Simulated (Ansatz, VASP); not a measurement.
# AlN in VASP and in Ansatz

```
Al N
1.0
     0.00000    1.99149    1.99149
     1.99149    0.00000    1.99149
     1.99149    1.99149    0.00000
Al N
1 1
Direct
  0.50000 0.50000 0.50000
  0.00000 0.00000 0.00000
```

Alike in both runs: task single point; functional r2SCAN; k mesh 8 × 8 × 8; occupations gaussian, width 0.05 eV; no spin polarisation.

|  | VASP | Ansatz |
| --- | --- | --- |
| version | VASP 6.6.1 | Ansatz 0.2.0 |
| potentials or method | VASP PAW PBE potentials, release 64 (Al, N), cutoff 520 eV | scalar-relativistic, plane waves, PAW |
| valence electrons in the cell | 8 | 8 |

```tsv
	VASP	Ansatz	Ansatz less VASP
gap on the k mesh at the Fermi level (eV)	5.90	5.94	+0.035
least direct gap on the mesh (eV)	7.21	7.16	-0.053
pressure (GPa)	11.4	12.3	+0.85
```

VASP's potentials were made for PBE, not for r2SCAN.
